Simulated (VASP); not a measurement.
V, 1 atom in the cell. Symmetry: Im-3m, No. 229, cubic system. Conventional cell: a = 3.026 Å, b = 3.026 Å, c = 3.026 Å, α = 90.00°, β = 90.00°, γ = 90.00°. V (site symmetry m-3m) has 14 V at 2.62 to 3.03 Å within 3.5 Å. 

| Item | Value |
| --- | --- |
| Program | VASP 6.6.1 |
| Task | single point |
| Functional | PBEsol |
| Dispersion | D3(BJ) |
| Potentials or basis | VASP PAW PBE potentials, release 64 (V_sv) |
| Cutoff | 500 eV |
| k mesh | 6 × 6 × 6 |
| Occupations | gaussian, width 0.1 eV |
| Spin | collinear spin, ferromagnetic start |
| Starting moments | [0.51] μB |
| Dipole correction | no |
| Further INCAR settings | ALGO = Normal; EDIFF = 1e-06; NBANDS = 16 |

Potentials or basis: VASP PAW PBE potentials, release 64 (V_sv).

The run is started by

```bash
$ cat potpaw_PBE.64/V_sv/POTCAR > POTCAR
$ mpirun -np 1 vasp_std > vasp.out
```

Hardware: 1 thread of AMD EPYC 7R13, with other jobs on the host.

How long does it take, and how much memory?

It took 14 s on 1 thread of AMD EPYC 7R13, with other jobs on the host, peak memory 0.11 GiB. Counts: scf iterations 13, k points 16.
